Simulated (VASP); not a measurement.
# TiAl3 (Pmm2) in VASP: further runs

Aim: see how the results for TiAl3 move with the level of theory and the settings. Levels: LDA, PBEsol. Tasks: single point.

Program: VASP 6.6.1. These are calculated values, not measurements. Logs are shortened: lines on timing, memory, paths and dates and some standing lists are left out, and cuts for length are marked.

## Step 1: The cell of the first run

It takes space group Pmm2 (No. 25, orthorhombic). The conventional cell has a = 2.754 Å, b = 4.632 Å, c = 4.850 Å, α = 90.00°, β = 90.00°, γ = 90.00°. Within 3.6 Å of Ti (site symmetry mm2) lie 2 Ti at 2.75 Å and 10 Al at 2.78 to 2.82 Å. Al (site symmetry mm2) has 8 Al at 2.75 to 2.83 Å and 4 Ti at 2.78 to 2.79 Å within 3.6 Å. Within 3.6 Å of Al (site symmetry mm2) lie 8 Al at 2.75 to 2.82 Å and 4 Ti at 2.82 Å. Within 3.6 Å of Al (site symmetry mm2) lie 10 Al at 2.75 to 2.83 Å and 2 Ti at 2.79 Å.

## Step 2: Single point, LDA

Contents of INCAR:

```
ALGO     = Fast           # electronic algorithm
EDIFF    = 1E-6           # SCF threshold, eV
ENCUT    = 520            # plane-wave cutoff, eV
GGA      = CA             # functional
ISIF     = 2              # what is computed and relaxed
ISMEAR   = 0              # smearing method
LASPH    = T              # aspherical terms in the spheres
LCHARG   = F              # write CHGCAR
LREAL    = F              # projectors in reciprocal space
LWAVE    = F              # write WAVECAR
NBANDS   = 18             # bands
NELM     = 100            # most SCF steps
PREC     = Accurate       # precision mode
SIGMA    = 0.1            # smearing width, eV
```

Contents of KPOINTS:

```
k-points
0
Gamma
  14 10 10
```

Contents of POSCAR:

```
TiAl3
1.0
    2.7536828684      0.0000000000      0.0000000000
    0.0000000000      4.6317965615      0.0000000000
    0.0000000000      0.0000000000      4.8499606641
Ti Al
1 3
Direct
    0.0000000000      0.5000000000      0.1629609295
    0.5000000000      0.5000000000      0.6638172989
    0.5000000000      0.0000000000      0.3328264169
    0.0000000000      0.0000000000      0.8403943547
```

Potentials or basis: VASP PAW LDA potentials, release 64 (Ti_sv, Al).

Command:

```bash
$ cat potpaw_LDA.64/Ti_sv/POTCAR potpaw_LDA.64/Al/POTCAR > POTCAR
$ mpirun -np 1 vasp_std > vasp.out
```

OUTCAR:

```text
EDIFF = 1E-6
   ENCUT = 520
   GGA = CA
   ISIF = 2
   ISMEAR = 0
   LASPH = T
   LREAL = F
   NELM = 100
   PREC = Accurate

 ion  position               nearest neighbor table
   1  0.000  0.500  0.163-   2 2.78   2 2.78   2 2.79   2 2.79   4 2.79   4 2.79   3 2.82   3 2.82
                             3 2.82   3 2.82
   2  0.500  0.500  0.664-   1 2.78   1 2.78   1 2.79   1 2.79   3 2.82   3 2.82   4 2.83   4 2.83
                             4 2.83   4 2.83
   3  0.500  0.000  0.333-   4 2.76   4 2.76   1 2.82   1 2.82   1 2.82   1 2.82   2 2.82   2 2.82
                             4 2.82   4 2.82
   4  0.000  0.000  0.840-   3 2.76   3 2.76   1 2.79   1 2.79   3 2.82   3 2.82   2 2.83   2 2.83
                             2 2.83   2 2.83

  LATTYP: Found a simple orthorhombic cell.
 ALAT       =     2.7536828684
 B/A-ratio  =     1.6820370329
 C/A-ratio  =     1.7612633320

  Lattice vectors:

 A1 = (   2.7536828684,   0.0000000000,   0.0000000000)
 A2 = (   0.0000000000,   4.6317965615,   0.0000000000)
 A3 = (   0.0000000000,   0.0000000000,   4.8499606641)

Analysis of symmetry for initial positions (statically):
=====================================================================
 Subroutine PRICEL returns:
 Original cell was already a primitive cell.

 Routine SETGRP: Setting up the symmetry group for a
 simple orthorhombic supercell.

 Subroutine GETGRP returns: Found  4 space group operations
 (whereof  4 operations were pure point group operations)
 out of a pool of  8 trial point group operations.

The static configuration has the point symmetry C_2v.

Analysis of symmetry for dynamics (positions and initial velocities):
=====================================================================
 Subroutine PRICEL returns:
 Original cell was already a primitive cell.

 Routine SETGRP: Setting up the symmetry group for a
 simple orthorhombic supercell.

 Subroutine GETGRP returns: Found  4 space group operations
 (whereof  4 operations were pure point group operations)
 out of a pool of  8 trial point group operations.

The dynamic configuration has the point symmetry C_2v.

 Subroutine INISYM returns: Found  4 space group operations
 (whereof  4 operations are pure point group operations),
 and found     1 'primitive' translations

----------------------------------------------------------------------------------------

[... 97 lines left out ...]
   LREAL  =      F    real-space projection
   EDIFFG = 0.1E-04   stopping-criterion for IOM
   NSW    =      0    number of steps for IOM
   IBRION =     -1    ionic relax: 0-MD 1-quasi-New 2-CG
   NFREE  =      0    steps in history (QN), initial steepest desc. (CG)
   ISIF   =      2    stress and relaxation
   ISYM   =      2    0-nonsym 1-usesym 2-fastsym
   POTIM  = 0.5000    time-step for ionic-motion
   TEBEG  =    0.0;   TEEND  =   0.0 temperature during run
   PSTRESS=    0.0 pullay stress
   NELECT =      21.0000    total number of electrons
   NUPDOWN=      -1.0000    fix difference up-down
   EMIN   =  10.00;   EMAX   =-10.00  energy-range for DOS
   EFERMI =   0.00;   METHOD = LEGACY
   ISMEAR =     0;   SIGMA  =   0.10  broadening in eV -4-tet -1-fermi 0-gaus
   EFERMI_NEDOS =   21; number of points for ismear=-14 and -15
   IALGO  =     68    algorithm
   IMIX   =      4    mixing-type and parameters
     AMIX     =   0.40;   BMIX     =  1.00
     AMIX_MAG =   1.60;   BMIX_MAG =  1.00
  volume/ion in A,a.u.               =      15.46       104.36
  Fermi-wavevector in a.u.,A,eV,Ry     =   1.142038  2.158140 17.745423  1.304252
  Thomas-Fermi vector in A             =   2.278737
   LORBIT       =      0    0 simple, 1 ext, 2 COOP (PROOUT), +10 PAW based schemes
   GGA     = CA    functional components
   LHFCALC =     F    Hartree Fock is set to
   AEXX    =    0.0000 exact exchange contribution
   IVDW    =     0    specifies the selected vdW correction
   LEPSILON=     F    determine dielectric tensor
   LRPA    =     F    only Hartree local field effects (RPA)
 non-spin polarized calculation
 RMM-DIIS sequential band-by-band and
 Gauss-broadening in eV      SIGMA  =   0.10
  energy-cutoff  :      520.00
  volume of cell :       61.86
 maximum number of plane-waves:      1692
   NGX = 11   NGY = 17   NGZ = 19

 number of electron      21.0000006 magnetization

 Free energy of the ion-electron system (eV)
  ---------------------------------------------------
  ext. energy  EPLUGINS =         0.00000000
  ---------------------------------------------------
  free energy    TOTEN  =       -22.14151886 eV

  energy without entropy =      -22.12924793  energy(sigma->0) =      -22.13538340

 E-fermi :   8.3403     XC(G=0): -11.0282

 val. band max:        8.3368842928   @ k =   0.2143   0.2000   0.4000
 cond. band min:       8.3449839603   @ k =   0.1429   0.4000   0.5000
 fundamental gap:      0.0080996675
 Fermi energy:         8.3403015363

 k-point     1 :       0.0000    0.0000    0.0000
  band No.  band energies     occupation
      1     -47.3161      2.00000
      2     -24.0383      2.00000
      3     -24.0364      2.00000
      4     -23.5947      2.00000
      5      -2.0121      2.00000
      6       3.0785      2.00000
[... 481 lines left out ...]
      5       2.8776      2.00000
      6       3.0059      2.00000
[... 10 lines left out ...]
     17      12.6298      0.00000
     18      12.9693      0.00000

 [... further k-points ...]

------------------------ aborting loop because EDIFF is reached ----------------------------------------

  FORCE on cell =-STRESS in cart. coord.  units (eV):
  Direction    XX          YY          ZZ          XY          YZ          ZX
  --------------------------------------------------------------------------------------
  -------------------------------------------------------------------------------------
  Total        0.0444913      0.0366184      0.0475912      0.0000000      0.0000000      0.0000000
  in kB        1.1523492      0.9484367      1.2326382      0.0000000      0.0000000      0.0000000
  external PRESSURE =       1.1111414 kB  Pullay stress =       0.0000000 kB

 VOLUME and BASIS-vectors are now :
 -----------------------------------------------------------------------------
  energy-cutoff  :      520.00
  volume of cell :       61.86
      direct lattice vectors                 reciprocal lattice vectors
     2.753682868  0.000000000  0.000000000     0.363150024  0.000000000  0.000000000
     0.000000000  4.631796561  0.000000000     0.000000000  0.215898947  0.000000000
     0.000000000  0.000000000  4.849960664     0.000000000  0.000000000  0.206187239

 POSITION                                       TOTAL-FORCE (eV/Angst)
 -----------------------------------------------------------------------------------
      0.00000      2.31590      0.79035         0.000000      0.000000     -0.000046
      1.37684      2.31590      3.21949         0.000000      0.000000     -0.002092
      1.37684      0.00000      1.61420         0.000000      0.000000      0.005012
      0.00000      0.00000      4.07588         0.000000      0.000000     -0.002874
 -----------------------------------------------------------------------------------
    total drift:                               -0.000000      0.000000      0.000610

  FREE ENERGIE OF THE ION-ELECTRON SYSTEM (eV)
  ---------------------------------------------------
  free  energy   TOTEN  =       -22.1415188589 eV

  energy  without entropy=      -22.1292479313  energy(sigma->0) =      -22.13538340
```

Wall time 5.2 min (1 thread of Intel Xeon Platinum 8488C (Sapphire Rapids), shared host); peak memory 0.38 GiB.

Results:

* Free energy: -22.1415 eV
* Pressure: 0.1 GPa
* Largest force: 0.005 eV/Å
* Band gap on the k mesh: zero (an odd number of electrons rules out a gap without spin polarisation)

Forces on the atoms (eV/Å):
```
Ti   0.000  0.000  0.000
Al   0.000  0.000 -0.002
Al   0.000  0.000  0.005
Al   0.000  0.000 -0.003
```

Levels at points of the mesh, in eV from the Fermi level:
```tsv
k point	band 7	band 8	band 9	band 10	band 11	band 12	band 13	band 14	band 15	band 16
(0.00, 0.00, 0.00)	-3.92	-3.58	-2.69	-0.88	-0.45	2.58	2.65	2.75	2.84	3.21
(0.50, 0.00, 0.00)	-2.21	-1.98	-1.79	0.49	0.67	0.87	1.50	1.74	2.40	2.77
(0.00, 0.50, 0.00)	-3.64	-3.25	-2.03	-1.53	-0.21	2.51	2.59	2.76	3.20	4.70
(0.50, 0.50, 0.00)	-3.67	-3.15	-1.75	-0.48	-0.25	0.85	1.21	1.41	3.57	4.06
(0.00, 0.00, 0.50)	-3.53	-2.32	-2.18	-1.07	-0.35	2.35	2.48	2.66	3.28	4.16
(0.50, 0.00, 0.50)	-3.84	-3.35	-1.38	-0.14	-0.13	0.62	1.32	2.04	3.47	3.89
(0.00, 0.50, 0.50)	-7.17	-4.85	-0.23	-0.09	0.73	2.51	2.53	3.65	4.99	5.23
(0.50, 0.50, 0.50)	-3.43	-3.23	-2.74	-2.68	-0.55	-0.14	1.10	2.20	2.46	2.63
```

(Continued in part 2 of 2.)
